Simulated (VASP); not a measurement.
# SiCl (Fm-3m) in VASP: notebook

The runs below take SiCl through single point, with PBE.

All numbers are computed with VASP 6.6.1; they aren't measurements. Logs are shortened: lines on timing, memory, paths and dates and some standing lists are left out, and cuts for length are marked.

**1. The cell of the first run**

Symmetry: Fm-3m, No. 225, cubic system. Conventional cell: a = 5.746 Å, b = 5.746 Å, c = 5.746 Å, α = 90.00°, β = 90.00°, γ = 90.00°. Si (site symmetry m-3m) has 6 Cl at 2.87 Å within 3.8 Å. Within 3.8 Å of Cl (site symmetry m-3m) lie 6 Si at 2.87 Å.

**2. Single point, PBE**

INCAR reads:

```
  ALGO = Normal
  EDIFF = 1E-6
  ENCUT = 520
  GGA = PE
  ISIF = 2
  ISMEAR = 0
  LASPH = T
  LCHARG = F
  LREAL = F
  LWAVE = F
  NBANDS = 12
  NELM = 100
  PREC = Accurate
  SIGMA = 0.1
```

KPOINTS reads:

```
k-points
0
Gamma
  6 6 6
```

POSCAR reads:

```
SiCl
1.0
    0.0000000000      2.8729167000      2.8729167000
    2.8729167000      0.0000000000      2.8729167000
    2.8729167000      2.8729167000      0.0000000000
Si Cl
1 1
Direct
    0.5000000000      0.5000000000      0.5000000000
    0.0000000000      0.0000000000      0.0000000000
```

Potentials or basis: VASP PAW PBE potentials, release 64 (Si, Cl).

Run with:

```console
$ cat potpaw_PBE.64/Si/POTCAR potpaw_PBE.64/Cl/POTCAR > POTCAR
$ mpirun -np 1 vasp_std > vasp.out
```

OUTCAR:

```text
EDIFF = 1E-6
   ENCUT = 520
   GGA = PE
   ISIF = 2
   ISMEAR = 0
   LASPH = T
   LREAL = F
   NELM = 100
   PREC = Accurate

 ion  position               nearest neighbor table
   1  0.500  0.500  0.500-   2 2.87   2 2.87   2 2.87   2 2.87   2 2.87   2 2.87
   2  0.000  0.000  0.000-   1 2.87   1 2.87   1 2.87   1 2.87   1 2.87   1 2.87

  LATTYP: Found a face centered cubic cell.
 ALAT       =     5.7458334000

  Lattice vectors:

 A1 = (   0.0000000000,   2.8729167000,   2.8729167000)
 A2 = (   2.8729167000,   0.0000000000,   2.8729167000)
 A3 = (   2.8729167000,   2.8729167000,   0.0000000000)

Analysis of symmetry for initial positions (statically):
=====================================================================
 Subroutine PRICEL returns:
 Original cell was already a primitive cell.

 Routine SETGRP: Setting up the symmetry group for a
 face centered cubic supercell.

 Subroutine GETGRP returns: Found 48 space group operations
 (whereof 48 operations were pure point group operations)
 out of a pool of 48 trial point group operations.

The static configuration has the point symmetry O_h .

Analysis of symmetry for dynamics (positions and initial velocities):
=====================================================================
 Subroutine PRICEL returns:
 Original cell was already a primitive cell.

 Routine SETGRP: Setting up the symmetry group for a
 face centered cubic supercell.

 Subroutine GETGRP returns: Found 48 space group operations
 (whereof 48 operations were pure point group operations)
 out of a pool of 48 trial point group operations.

The dynamic configuration has the point symmetry O_h .

 Subroutine INISYM returns: Found 48 space group operations
 (whereof 48 operations are pure point group operations),
 and found     1 'primitive' translations

----------------------------------------------------------------------------------------

                                     Primitive cell

  volume of cell :      47.4241

  direct lattice vectors                    reciprocal lattice vectors
     0.000000000  2.872916700  2.872916700    -0.174039157  0.174039157  0.174039157
     2.872916700  0.000000000  2.872916700     0.174039157 -0.174039157  0.174039157
     2.872916700  2.872916700  0.000000000     0.174039157  0.174039157 -0.174039157

  length of vectors
     4.062917761  4.062917761  4.062917761     0.301444662  0.301444662  0.301444662

  position of ions in fractional coordinates (direct lattice)
     0.500000000  0.500000000  0.500000000
     0.000000000  0.000000000  0.000000000

  ion indices of the primitive-cell ions
   primitive index   ion index
                 1           1
                 2           2

----------------------------------------------------------------------------------------

 KPOINTS: k-points

Automatic generation of k-mesh.
 Grid dimensions read from file:
 generate k-points for:    6    6    6

 Generating k-lattice:

  Cartesian coordinates                     Fractional coordinates (reciprocal lattice)
    -0.029006526  0.029006526  0.029006526     0.166666667  0.000000000  0.000000000
     0.029006526 -0.029006526  0.029006526     0.000000000  0.166666667  0.000000000
     0.029006526  0.029006526 -0.029006526     0.000000000  0.000000000  0.166666667

  Length of vectors
     0.050240777  0.050240777  0.050240777

  Shift w.r.t. Gamma in fractional coordinates (k-lattice)
     0.000000000  0.000000000  0.000000000

 Subroutine IBZKPT returns following result:
 ===========================================

 Found     16 irreducible k-points:

 Following reciprocal coordinates:
            Coordinates               Weight
  0.000000  0.000000  0.000000      1.000000
  0.166667  0.000000  0.000000      8.000000
  0.333333  0.000000  0.000000      8.000000
  0.500000  0.000000  0.000000      4.000000
  0.166667  0.166667  0.000000      6.000000
  0.333333  0.166667  0.000000     24.000000
[... 8 lines left out ...]
 -0.333333  0.333333  0.166667     24.000000
 -0.333333  0.500000  0.166667     12.000000
   k-points           NKPTS =     16   k-points in BZ     NKDIM =     16   number of bands    NBANDS=     12
   number of dos      NEDOS =    301   number of ions     NIONS =      2
   total plane-waves  NPLWV =  27000
   dimension x,y,z NGX =    30 NGY =   30 NGZ =   30
   dimension x,y,z NGXF=    60 NGYF=   60 NGZF=   60
   ions per type =               1   1
   NGX,Y,Z   is equivalent  to a cutoff of  12.28, 12.28, 12.28 a.u.
   NGXF,Y,Z  is equivalent  to a cutoff of  24.55, 24.55, 24.55 a.u.
 SYSTEM =  unknown system
   PREC   = accura    normal or accurate (medium, high low for compatibility)
   ISTART =      0    job   : 0-new  1-cont  2-samecut
   ICHARG =      2    charge: 1-file 2-atom 10-const
   ISPIN  =      1    spin polarized calculation?
   LNONCOLLINEAR =      F non collinear calculations
   LSORBIT =      F    spin-orbit coupling
   LASPH  =      T    aspherical Exc in radial PAW
   ENCUT  =  520.0 eV  38.22 Ry    6.18 a.u.   7.55  7.55  7.55*2*pi/ulx,y,z
   NELM   =    100;   NELMIN=  2; NELMDL= -5     # of ELM steps
   EDIFF  = 0.1E-05   stopping-criterion for ELM
   LREAL  =      F    real-space projection
   EDIFFG = 0.1E-04   stopping-criterion for IOM
   NSW    =      0    number of steps for IOM
   IBRION =     -1    ionic relax: 0-MD 1-quasi-New 2-CG
   NFREE  =      0    steps in history (QN), initial steepest desc. (CG)
   ISIF   =      2    stress and relaxation
   ISYM   =      2    0-nonsym 1-usesym 2-fastsym
   POTIM  = 0.5000    time-step for ionic-motion
   TEBEG  =    0.0;   TEEND  =   0.0 temperature during run
   PSTRESS=    0.0 pullay stress
   NELECT =      11.0000    total number of electrons
   NUPDOWN=      -1.0000    fix difference up-down
   EMIN   =  10.00;   EMAX   =-10.00  energy-range for DOS
   EFERMI =   0.00;   METHOD = LEGACY
   ISMEAR =     0;   SIGMA  =   0.10  broadening in eV -4-tet -1-fermi 0-gaus
   EFERMI_NEDOS =   21; number of points for ismear=-14 and -15
   IALGO  =     38    algorithm
   IMIX   =      4    mixing-type and parameters
     AMIX     =   0.40;   BMIX     =  1.00
     AMIX_MAG =   1.60;   BMIX_MAG =  1.00
  volume/ion in A,a.u.               =      23.71       160.02
  Fermi-wavevector in a.u.,A,eV,Ry     =   1.005864  1.900808 13.765869  1.011763
  Thomas-Fermi vector in A             =   2.138571
   LORBIT       =      0    0 simple, 1 ext, 2 COOP (PROOUT), +10 PAW based schemes
   GGA     = PE    functional components
   LHFCALC =     F    Hartree Fock is set to
   AEXX    =    0.0000 exact exchange contribution
   IVDW    =     0    specifies the selected vdW correction
   LEPSILON=     F    determine dielectric tensor
   LRPA    =     F    only Hartree local field effects (RPA)
 non-spin polarized calculation
 Gauss-broadening in eV      SIGMA  =   0.10
  energy-cutoff  :      520.00
  volume of cell :       47.42
 maximum number of plane-waves:      1303
   NGX = 15   NGY = 15   NGZ = 15

 number of electron      11.0000001 magnetization

 Free energy of the ion-electron system (eV)
  ---------------------------------------------------
  ext. energy  EPLUGINS =         0.00000000
  ---------------------------------------------------
  free energy    TOTEN  =        -5.97901399 eV

  energy without entropy =       -5.96862348  energy(sigma->0) =       -5.97381874

 E-fermi :   4.9413     XC(G=0):  -9.0277

 val. band max:        4.9310517196   @ k =  -0.1667   0.1667   0.0000
 cond. band min:       5.1159642585   @ k =   0.5000   0.3333   0.1667
 fundamental gap:      0.1849125390
 Fermi energy:         4.9412763308

 k-point     1 :       0.0000    0.0000    0.0000
  band No.  band energies     occupation
      1     -12.4116      2.00000
      2      -2.0359      2.00000
      3       0.1064      2.00000
      4       0.1064      2.00000
      5       0.1064      2.00000
      6       7.3144      0.00000
      7       7.3144      0.00000
      8       7.3144      0.00000
      9      10.1224      0.00000
     10      10.1224      0.00000
     11      10.1224      0.00000
     12      11.6451      0.00000

 k-point     2 :       0.1667    0.0000    0.0000
  band No.  band energies     occupation
      1     -12.3121      2.00000
      2      -2.7429      2.00000
      3       0.0900      2.00000
      4       0.0900      2.00000
      5       0.8060      2.00000
      6       6.2472      0.00000
      7       6.5493      0.00000
      8       6.5493      0.00000
      9      10.2355      0.00000
     10      10.7370      0.00000
     11      10.7370      0.00000
     12      12.9513      0.00000

 k-point     3 :       0.3333    0.0000    0.0000
  band No.  band energies     occupation
      1     -12.0980      2.00000
      2      -3.7114      2.00000
      3       0.0664      2.00000
      4       0.0664      2.00000
      5       1.8791      2.00000
      6       4.6206      1.99999
      7       5.5440      0.00000
      8       5.5440      0.00000
      9      10.8572      0.00000
     10      12.3784      0.00000
     11      12.3784      0.00000
     12      15.5374      0.00000

 k-point     4 :       0.5000    0.0000    0.0000
  band No.  band energies     occupation
      1     -11.9821      2.00000
      2      -4.1155      2.00000
      3       0.0592      2.00000
      4       0.0592      2.00000
      5       2.6407      2.00000
      6       3.6252      2.00000
      7       5.1537      0.00266
      8       5.1537      0.00266
      9      11.6599      0.00000
     10      14.4457      0.00000
     11      14.4457      0.00000
     12      14.5787      0.00000

 k-point     5 :       0.1667    0.1667    0.0000
  band No.  band energies     occupation
      1     -12.2810      2.00000
      2      -2.7419      2.00000
      3      -0.1393      2.00000
      4      -0.1393      2.00000
      5       1.0790      2.00000
      6       5.3253      0.00000
      7       7.1588      0.00000
      8       7.1588      0.00000
      9       9.1017      0.00000
     10      11.6356      0.00000
     11      11.6356      0.00000
     12      11.9869      0.00000
[... 108 lines left out ...]
      1     -11.8827      2.00000
      2      -2.1141      2.00000
      3      -1.9869      2.00000
      4      -0.7856      2.00000
      5      -0.7856      2.00000
      6       7.3667      0.00000
      7       7.4625      0.00000
      8       7.5023      0.00000
      9       7.5023      0.00000
     10      13.3952      0.00000
     11      14.1787      0.00000
     12      16.7870      0.00000

 k-point    14 :       0.5000    0.3333    0.1667
  band No.  band energies     occupation
      1     -11.9703      2.00000
      2      -3.4059      2.00000
      3      -0.9543      2.00000
      4      -0.5138      2.00000
      5       1.1785      2.00000
      6       5.1160      0.01349
      7       6.0917      0.00000
      8       6.8954      0.00000
      9       9.7566      0.00000
     10      13.5441      0.00000
     11      13.7945      0.00000
     12      14.3322      0.00000

 k-point    15 :      -0.3333    0.3333    0.1667
  band No.  band energies     occupation
      1     -11.8981      2.00000
      2      -3.3975      2.00000
      3      -1.2267      2.00000
      4      -0.8784      2.00000
      5       1.3615      2.00000
      6       4.8780      1.62946
      7       6.4827      0.00000
      8       6.7709      0.00000
      9      11.1782      0.00000
     10      11.3889      0.00000
     11      14.8598      0.00000
     12      15.5212      0.00000

 k-point    16 :      -0.3333    0.5000    0.1667
  band No.  band energies     occupation
      1     -11.8726      2.00000
      2      -2.7721      2.00000
      3      -1.8371      2.00000
      4      -1.1847      2.00000
      5       0.7328      2.00000
      6       5.7354      0.00000
      7       6.9804      0.00000
      8       7.1852      0.00000
      9       9.4641      0.00000
     10      12.9480      0.00000
     11      13.9447      0.00000
     12      15.5903      0.00000

------------------------ aborting loop because EDIFF is reached ----------------------------------------

  FORCE on cell =-STRESS in cart. coord.  units (eV):
  Direction    XX          YY          ZZ          XY          YZ          ZX
  --------------------------------------------------------------------------------------
  -------------------------------------------------------------------------------------
  Total       -0.0820674     -0.0820674     -0.0820674      0.0000000      0.0000000      0.0000000
  in kB       -2.7725682     -2.7725682     -2.7725682      0.0000000      0.0000000      0.0000000
  external PRESSURE =      -2.7725682 kB  Pullay stress =       0.0000000 kB

 VOLUME and BASIS-vectors are now :
 -----------------------------------------------------------------------------
  energy-cutoff  :      520.00
  volume of cell :       47.42
      direct lattice vectors                 reciprocal lattice vectors
     0.000000000  2.872916700  2.872916700    -0.174039157  0.174039157  0.174039157
     2.872916700  0.000000000  2.872916700     0.174039157 -0.174039157  0.174039157
     2.872916700  2.872916700  0.000000000     0.174039157  0.174039157 -0.174039157

 POSITION                                       TOTAL-FORCE (eV/Angst)
 -----------------------------------------------------------------------------------
      2.87292      2.87292      2.87292        -0.000000      0.000000      0.000000
      0.00000      0.00000      0.00000         0.000000     -0.000000     -0.000000
 -----------------------------------------------------------------------------------
    total drift:                               -0.000000      0.000000      0.000000

  FREE ENERGIE OF THE ION-ELECTRON SYSTEM (eV)
  ---------------------------------------------------
  free  energy   TOTEN  =        -5.9790139942 eV

  energy  without entropy=       -5.9686234836  energy(sigma->0) =       -5.97381874
```

It took 9 s on 1 thread of Intel Xeon 8259CL, shared host; peak memory 0.16 GiB.

What came out:

```
Free energy : -5.9790 eV
Pressure    : -0.3 GPa
```

Caveat: an odd number of electrons without spin polarisation forces a metal; a magnetic or distorted state may lie lower.

(Continued in part 2 of 2.)
